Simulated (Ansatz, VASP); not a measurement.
**Two plane-wave programs on C**

Contents of INCAR:

```
ALGO = Normal
EDIFF = 1E-6
ENCUT = 520
GGA = RE
ISIF = 2
ISMEAR = -1
IVDW = 13
LASPH = True
LCHARG = False
LREAL = False
LWAVE = False
NBANDS = 26
NELM = 80
PREC = Accurate
SIGMA = 0.05
```

File KPOINTS:

```
k-points
0
Gamma
  12 12 4
```

Contents of POSCAR:

```
C
1.0
    2.5552893324      0.0000000000      0.0000000000
   -1.2776446662      2.2129454759      0.0000000000
    0.0000000000      0.0000000000      8.3454953252
C
8
Direct
    0.6666666667      0.3333333333      0.8437500000
    0.3333333333      0.6666666667      0.3437500000
    0.6666666667      0.3333333333      0.6562500000
    0.3333333333      0.6666666667      0.1562500000
    0.0000000000      0.0000000000      0.9062500000
    0.0000000000      0.0000000000      0.4062500000
    0.0000000000      0.0000000000      0.5937500000
    0.0000000000      0.0000000000      0.0937500000
```

input.yaml

```yaml
crystal:
  lattice:
    - [2.5552893324, 0.0, 0.0]
    - [-1.2776446662, 2.2129454759, 0.0]
    - [0.0, 0.0, 8.3454953252]
  atoms:
    - { symbol: C, position: [0.6666666667, 0.3333333333, 0.84375] }
    - { symbol: C, position: [0.3333333333, 0.6666666667, 0.34375] }
    - { symbol: C, position: [0.6666666667, 0.3333333333, 0.65625] }
    - { symbol: C, position: [0.3333333333, 0.6666666667, 0.15625] }
    - { symbol: C, position: [0.0, 0.0, 0.90625] }
    - { symbol: C, position: [0.0, 0.0, 0.40625] }
    - { symbol: C, position: [0.0, 0.0, 0.59375] }
    - { symbol: C, position: [0.0, 0.0, 0.09375] }
hamiltonian:
  xc: revpbe
  pseudopotentials: { kind: paw }
  dispersion: d4
kpoints:
  mp_grid: { grid: [12, 12, 4] }
scf:
  occupations: { method: fermi_dirac, width: 0.05 }
output:
  forces: true
  stress: true
  eigenvalues: true
```

Alike in both runs: task single point; functional revPBE; dispersion D4; k mesh 12 × 12 × 4; occupations fermi-dirac, width 0.05 eV; no spin polarisation.

|  | VASP | Ansatz |
| --- | --- | --- |
| version | VASP 6.6.1 | Ansatz 0.2.0 |
| potentials or method | VASP PAW PBE potentials, release 64 (C) | Ansatz PAW |
| plane-wave cutoff (eV) | 520 | 420 |
| valence electrons in the cell | 32 | 32 |

Ansatz gave:

* gap on the k mesh at the Fermi level (eV): 4.33
* least direct gap on the mesh (eV): 5.11
* pressure (GPa): -21.5
* traceless stress, the component that is largest in VASP (GPa): 7.43
* rms of the force components (eV/Å): 0.175

Problem. Estimate VASP's values.

Solution. gap on the k mesh at the Fermi level (eV): 4.32; least direct gap on the mesh (eV): 5.10; pressure (GPa): -21.1; traceless stress, the component that is largest in VASP (GPa): 7.43; rms of the force components (eV/Å): 0.175.

VASP's potentials were made for PBE, not for revPBE. Atom by atom the forces differ by 0.002 eV/Å (rms over components).
